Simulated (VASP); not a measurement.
# Ba (Fd-3m) in VASP: notebook

Ba is run at these levels: RPBE; tasks: single point.

Everything below comes from runs of VASP 6.6.1. Logs are shortened: lines on timing, memory, paths and dates and some standing lists are left out, and cuts for length are marked.

## (1) The cell of the first run

The structure is cubic, space group Fd-3m (No. 227). Conventional cell: a = 6.175 Å, b = 6.175 Å, c = 6.175 Å, α = 90.00°, β = 90.00°, γ = 90.00°. Within 3.5 Å of Ba (site symmetry -43m) lie 4 Ba at 2.67 Å.

This isn't the form of Ba at room conditions, which is bcc.

## (2) Single point, RPBE

INCAR

```
PREC = Accurate
ENCUT = 500
EDIFF = 1E-6
ISMEAR = 0
SIGMA = 0.1
LREAL = False
LASPH = True
NELM = 120
ALGO = Normal
ISIF = 2
LWAVE = False
LCHARG = False
GGA = RP
NBANDS = 17
GGA_COMPAT = False
```

KPOINTS

```
Automatic mesh
0
Gamma
  5 5 5
```

POSCAR

```
Ba
1.0
    0.0000000000      3.0876684607      3.0876684607
    3.0876684607      0.0000000000      3.0876684607
    3.0876684607      3.0876684607      0.0000000000
Ba
2
Direct
    1.0000000000      1.0000000000      1.0000000000
    0.2500000000      0.2500000000      0.2500000000
```

Potentials or basis: VASP PAW PBE potentials, release 64 (Ba_sv).

The run is started by

```console
> cat potpaw_PBE.64/Ba_sv/POTCAR > POTCAR
> mpirun -np 1 vasp_std > vasp.out
```

OUTCAR:

```text
PREC = Accurate
   ENCUT = 500
   EDIFF = 1E-6
   ISMEAR = 0
   LREAL = False
   LASPH = True
   NELM = 120
   ISIF = 2
   GGA = RP

 ion  position               nearest neighbor table
   1  0.000  0.000  0.000-   2 2.67   2 2.67   2 2.67   2 2.67
   2  0.250  0.250  0.250-   1 2.67   1 2.67   1 2.67   1 2.67

  LATTYP: Found a face centered cubic cell.
 ALAT       =     6.1753369214

  Lattice vectors:

 A1 = (   0.0000000000,   3.0876684607,   3.0876684607)
 A2 = (   3.0876684607,   0.0000000000,   3.0876684607)
 A3 = (   3.0876684607,   3.0876684607,   0.0000000000)

Analysis of symmetry for initial positions (statically):
=====================================================================
 Subroutine PRICEL returns:
 Original cell was already a primitive cell.

 Routine SETGRP: Setting up the symmetry group for a
 face centered cubic supercell.

 Subroutine GETGRP returns: Found 48 space group operations
 (whereof 24 operations were pure point group operations)
 out of a pool of 48 trial point group operations.

The static configuration has the point symmetry T_d .
 The point group associated with its full space group is O_h .

Analysis of symmetry for dynamics (positions and initial velocities):
=====================================================================
 Subroutine PRICEL returns:
 Original cell was already a primitive cell.

 Routine SETGRP: Setting up the symmetry group for a
 face centered cubic supercell.

 Subroutine GETGRP returns: Found 48 space group operations
 (whereof 24 operations were pure point group operations)
 out of a pool of 48 trial point group operations.

The dynamic configuration has the point symmetry T_d .
 The point group associated with its full space group is O_h .

 Subroutine INISYM returns: Found 48 space group operations
 (whereof 24 operations are pure point group operations),
 and found     1 'primitive' translations

----------------------------------------------------------------------------------------

                                     Primitive cell

  volume of cell :      58.8738

  direct lattice vectors                    reciprocal lattice vectors
     0.000000000  3.087668461  3.087668461    -0.161934484  0.161934484  0.161934484
     3.087668461  0.000000000  3.087668461     0.161934484 -0.161934484  0.161934484
     3.087668461  3.087668461  0.000000000     0.161934484  0.161934484 -0.161934484

  length of vectors
     4.366622613  4.366622613  4.366622613     0.280478754  0.280478754  0.280478754

  position of ions in fractional coordinates (direct lattice)
     0.000000000  0.000000000  0.000000000
     0.250000000  0.250000000  0.250000000

  ion indices of the primitive-cell ions
   primitive index   ion index
                 1           1
                 2           2

----------------------------------------------------------------------------------------

 KPOINTS: Automatic mesh

Automatic generation of k-mesh.
 Grid dimensions read from file:
 generate k-points for:    5    5    5

 Generating k-lattice:

  Cartesian coordinates                     Fractional coordinates (reciprocal lattice)
    -0.032386897  0.032386897  0.032386897     0.200000000  0.000000000  0.000000000
     0.032386897 -0.032386897  0.032386897     0.000000000  0.200000000  0.000000000
     0.032386897  0.032386897 -0.032386897     0.000000000  0.000000000  0.200000000

  Length of vectors
     0.056095751  0.056095751  0.056095751

  Shift w.r.t. Gamma in fractional coordinates (k-lattice)
     0.000000000  0.000000000  0.000000000

 Subroutine IBZKPT returns following result:
 ===========================================

 Found     10 irreducible k-points:

 Following reciprocal coordinates:
            Coordinates               Weight
  0.000000  0.000000  0.000000      1.000000
  0.200000  0.000000  0.000000      8.000000
  0.400000  0.000000  0.000000      8.000000
  0.200000  0.200000  0.000000      6.000000
  0.400000  0.200000  0.000000     24.000000
 -0.400000  0.200000  0.000000     24.000000
 -0.200000  0.200000  0.000000     12.000000
  0.400000  0.400000  0.000000      6.000000
 -0.400000  0.400000  0.000000     12.000000
 -0.400000  0.400000  0.200000     24.000000
   k-points           NKPTS =     10   k-points in BZ     NKDIM =     10   number of bands    NBANDS=     17
   number of dos      NEDOS =    301   number of ions     NIONS =      2
   total plane-waves  NPLWV =  32768
   dimension x,y,z NGX =    32 NGY =   32 NGZ =   32
   dimension x,y,z NGXF=    64 NGYF=   64 NGZF=   64
   ions per type =               2
   NGX,Y,Z   is equivalent  to a cutoff of  12.18, 12.18, 12.18 a.u.
   NGXF,Y,Z  is equivalent  to a cutoff of  24.37, 24.37, 24.37 a.u.
 SYSTEM =  unknown system
   PREC   = accura    normal or accurate (medium, high low for compatibility)
   ISTART =      0    job   : 0-new  1-cont  2-samecut
   ICHARG =      2    charge: 1-file 2-atom 10-const
   ISPIN  =      1    spin polarized calculation?
   LNONCOLLINEAR =      F non collinear calculations
   LSORBIT =      F    spin-orbit coupling
   LASPH  =      T    aspherical Exc in radial PAW
   ENCUT  =  500.0 eV  36.75 Ry    6.06 a.u.   7.96  7.96  7.96*2*pi/ulx,y,z
   NELM   =    120;   NELMIN=  2; NELMDL= -5     # of ELM steps
   EDIFF  = 0.1E-05   stopping-criterion for ELM
   LREAL  =      F    real-space projection
   EDIFFG = 0.1E-04   stopping-criterion for IOM
   NSW    =      0    number of steps for IOM
   IBRION =     -1    ionic relax: 0-MD 1-quasi-New 2-CG
   NFREE  =      0    steps in history (QN), initial steepest desc. (CG)
   ISIF   =      2    stress and relaxation
   ISYM   =      2    0-nonsym 1-usesym 2-fastsym
   POTIM  = 0.5000    time-step for ionic-motion
   TEBEG  =    0.0;   TEEND  =   0.0 temperature during run
   PSTRESS=    0.0 pullay stress
   NELECT =      20.0000    total number of electrons
   NUPDOWN=      -1.0000    fix difference up-down
   EMIN   =  10.00;   EMAX   =-10.00  energy-range for DOS
   EFERMI =   0.00;   METHOD = LEGACY
   ISMEAR =     0;   SIGMA  =   0.10  broadening in eV -4-tet -1-fermi 0-gaus
   EFERMI_NEDOS =   21; number of points for ismear=-14 and -15
   IALGO  =     38    algorithm
   IMIX   =      4    mixing-type and parameters
     AMIX     =   0.40;   BMIX     =  1.00
     AMIX_MAG =   1.60;   BMIX_MAG =  1.00
  volume/ion in A,a.u.               =      29.44       198.65
  Fermi-wavevector in a.u.,A,eV,Ry     =   1.142293  2.158621 17.753334  1.304833
  Thomas-Fermi vector in A             =   2.278991
   LORBIT       =      0    0 simple, 1 ext, 2 COOP (PROOUT), +10 PAW based schemes
   GGA     = RP    functional components
   LHFCALC =     F    Hartree Fock is set to
   AEXX    =    0.0000 exact exchange contribution
   IVDW    =     0    specifies the selected vdW correction
   LEPSILON=     F    determine dielectric tensor
   LRPA    =     F    only Hartree local field effects (RPA)
 non-spin polarized calculation
 Gauss-broadening in eV      SIGMA  =   0.10
  energy-cutoff  :      500.00
  volume of cell :       58.87
 maximum number of plane-waves:      1504
   NGX = 15   NGY = 15   NGZ = 15

 number of electron      20.0000001 magnetization

 Free energy of the ion-electron system (eV)
  ---------------------------------------------------
  ext. energy  EPLUGINS =         0.00000000
  ---------------------------------------------------
  free energy    TOTEN  =         3.64644048 eV

  energy without entropy =        3.66664171  energy(sigma->0) =        3.65654109

 E-fermi :   4.4744     XC(G=0): -10.0308

 val. band max:        4.4016819082   @ k =  -0.4000   0.2000   0.0000
 cond. band min:       4.5542777798   @ k =  -0.4000   0.2000   0.0000
 fundamental gap:      0.1525958715
 Fermi energy:         4.4744152373

 k-point     1 :       0.0000    0.0000    0.0000
  band No.  band energies     occupation
      1     -25.6936      2.00000
      2     -21.5558      2.00000
      3     -11.0889      2.00000
      4     -11.0889      2.00000
      5     -11.0889      2.00000
      6      -7.6739      2.00000
[... 9 lines left out ...]
     16      12.1014      0.00000
     17      12.1014      0.00000

 k-point     2 :       0.2000    0.0000    0.0000
  band No.  band energies     occupation
      1     -25.4740      2.00000
      2     -21.9682      2.00000
      3     -11.2931      2.00000
      4     -11.2931      2.00000
      5     -11.0486      2.00000
      6      -7.3337      2.00000
[... 9 lines left out ...]
     16      11.0101      0.00000
     17      11.0101      0.00000

 k-point     3 :       0.4000    0.0000    0.0000
  band No.  band energies     occupation
      1     -24.9859      2.00000
      2     -22.7437      2.00000
      3     -11.5658      2.00000
      4     -11.5658      2.00000
      5     -11.0893      2.00000
      6      -6.8452      2.00000
[... 9 lines left out ...]
     16      12.5599      0.00000
     17      12.5599      0.00000

 k-point     4 :       0.2000    0.2000    0.0000
  band No.  band energies     occupation
      1     -25.3916      2.00000
      2     -22.1102      2.00000
      3     -11.5398      2.00000
      4     -11.5398      2.00000
      5     -10.5069      2.00000
      6      -7.9802      2.00000
[... 9 lines left out ...]
     16      10.4788      0.00000
     17      10.4788      0.00000

 k-point     5 :       0.4000    0.2000    0.0000
  band No.  band energies     occupation
      1     -24.9391      2.00000
      2     -22.8067      2.00000
      3     -11.9509      2.00000
      4     -11.7946      2.00000
      5     -10.1380      2.00000
      6      -7.8466      2.00000
[... 9 lines left out ...]
     16      10.6791      0.00000
     17      11.2974      0.00000

 k-point     6 :      -0.4000    0.2000    0.0000
  band No.  band energies     occupation
      1     -24.6722      2.00000
      2     -23.1617      2.00000
      3     -12.1962      2.00000
      4     -11.7476      2.00000
      5     -10.1418      2.00000
      6      -7.4074      2.00000
[... 9 lines left out ...]
     16      11.3544      0.00000
     17      11.3582      0.00000

 k-point     7 :      -0.2000    0.2000    0.0000
  band No.  band energies     occupation
      1     -25.1370      2.00000
      2     -22.5192      2.00000
      3     -11.9238      2.00000
      4     -11.4500      2.00000
      5     -10.5269      2.00000
      6      -7.3880      2.00000
[... 9 lines left out ...]
     16       9.9497      0.00000
     17      10.2112      0.00000

 k-point     8 :       0.4000    0.4000    0.0000
  band No.  band energies     occupation
      1     -24.5411      2.00000
      2     -23.3227      2.00000
      3     -12.0677      2.00000
      4     -12.0677      2.00000
      5      -9.4196      2.00000
      6      -8.5953      2.00000
[... 9 lines left out ...]
     16      11.7444      0.00000
     17      11.8901      0.00000

 k-point     9 :      -0.4000    0.4000    0.0000
  band No.  band energies     occupation
      1     -24.1427      2.00000
      2     -23.7724      2.00000
      3     -12.2995      2.00000
      4     -12.0430      2.00000
      5      -9.2335      2.00000
      6      -8.4092      2.00000
[... 9 lines left out ...]
     16      10.4899      0.00000
     17      12.4961      0.00000

 k-point    10 :      -0.4000    0.4000    0.2000
  band No.  band energies     occupation
      1     -24.4315      2.00000
      2     -23.4519      2.00000
      3     -12.2655      2.00000
      4     -12.0200      2.00000
      5      -9.3983      2.00000
      6      -8.1379      2.00000
[... 9 lines left out ...]
     16      10.7302      0.00000
     17      11.0410      0.00000

------------------------ aborting loop because EDIFF is reached ----------------------------------------

  FORCE on cell =-STRESS in cart. coord.  units (eV):
  Direction    XX          YY          ZZ          XY          YZ          ZX
  --------------------------------------------------------------------------------------
  -------------------------------------------------------------------------------------
  Total       19.2630016     19.2630016     19.2630016     -0.0000000     -0.0000000      0.0000000
  in kB      524.2187656    524.2187656    524.2187656     -0.0000000     -0.0000000      0.0000000
  external PRESSURE =     524.2187656 kB  Pullay stress =       0.0000000 kB

 VOLUME and BASIS-vectors are now :
 -----------------------------------------------------------------------------
  energy-cutoff  :      500.00
  volume of cell :       58.87
      direct lattice vectors                 reciprocal lattice vectors
     0.000000000  3.087668461  3.087668461    -0.161934484  0.161934484  0.161934484
     3.087668461  0.000000000  3.087668461     0.161934484 -0.161934484  0.161934484
     3.087668461  3.087668461  0.000000000     0.161934484  0.161934484 -0.161934484

 POSITION                                       TOTAL-FORCE (eV/Angst)
 -----------------------------------------------------------------------------------
      0.00000      0.00000      0.00000         0.000000      0.000000      0.000000
      1.54383      1.54383      1.54383        -0.000000     -0.000000     -0.000000
 -----------------------------------------------------------------------------------
    total drift:                               -0.000000      0.000000      0.000000

  FREE ENERGIE OF THE ION-ELECTRON SYSTEM (eV)
  ---------------------------------------------------
  free  energy   TOTEN  =         3.6464404760 eV

  energy  without entropy=        3.6666417093  energy(sigma->0) =        3.65654109
```

Run time: 6.6 s. Hardware: 1 thread of Intel Xeon Platinum 8488C (Sapphire Rapids), shared host; peak memory 0.17 GiB.

What came out:

- Free energy: 3.6464 eV
- Pressure: 52.4 GPa
- Band gap on the k mesh: zero (bands 10 and 11 overlap by 0.48 eV)

Caveat: the cell stands under pressure; the PAW data sets were made with another functional, which shifts forces and pressure a little; spin-orbit coupling is left out, which moves the levels of the heavy elements.

[end of part 1 of 2]
